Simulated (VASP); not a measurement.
Set up this calculation in VASP 6.6.1, as the native input.

```
Task                   : single point
Functional             : PBE
Potentials or basis    : VASP PAW PBE potentials, release 64 (Cd, Sn_d, O)
Cutoff                 : 520 eV
k mesh                 : 6 × 6 × 2
Occupations            : gaussian, width 0.1 eV
Spin                   : no spin polarisation
Dipole correction      : no
Further INCAR settings : ALGO = Normal; EDIFF = 1e-07; NBANDS = 37
```

The structure of Cd2SnO3 lies in POSCAR:

```
Cd2SnO3
1.0
    3.2997340071      0.0000000000      0.0000000000
    0.0000000000      3.2997340071      0.0000000000
    0.0000000000      0.0000000000      8.3461119681
Cd Sn O
2 1 3
Direct
    0.0000000000      0.0000000000     -0.0938654423
    0.5000000000      0.5000000000      0.5712810952
    0.5000000000      0.5000000000      0.2228629290
    0.0000000000      0.0000000000      0.6409599356
    0.0000000000      0.0000000000      0.1861681039
    0.5000000000      0.5000000000      0.9725933886
```

The cell was generated, and may not be a known phase.

The input as run:

INCAR

```
SYSTEM = Cd2SnO3
PREC = Accurate
ENCUT = 520
EDIFF = 1E-7
ISMEAR = 0
SIGMA = 0.1
LREAL = .FALSE.
LASPH = .TRUE.
NELM = 60
ALGO = Normal
ISIF = 2
LWAVE = .FALSE.
LCHARG = .TRUE.
GGA = PE
LELF = .TRUE.
LVHAR = .TRUE.
NBANDS = 37
```

KPOINTS

```
Automatic mesh
0
G
  6 6 2
  0 0 0
```

Potentials or basis: VASP PAW PBE potentials, release 64 (Cd, Sn_d, O).

Launch:

```console
$ cat potpaw_PBE.64/Cd/POTCAR potpaw_PBE.64/Sn_d/POTCAR potpaw_PBE.64/O/POTCAR > POTCAR
$ mpirun -np 1 vasp_std > vasp.out
```

It gave:

```
Pressure               : 0.4 GPa
Largest force          : 0.090 eV/Å
Band gap on the k mesh : zero (bands 28 and 29 overlap by 0.59 eV)
```

Caveat: the k points lie up to 0.38 Å⁻¹ apart, too coarse for converged energies and pressures of a metal; semilocal functionals underestimate gaps, and a narrow one can read as zero; spin-orbit coupling is left out, which moves the levels of the heavy elements.

It took 2.7 min on 1 thread of Oxide Virtual Turin-like Processor (shared host), peak memory 0.21 GiB.
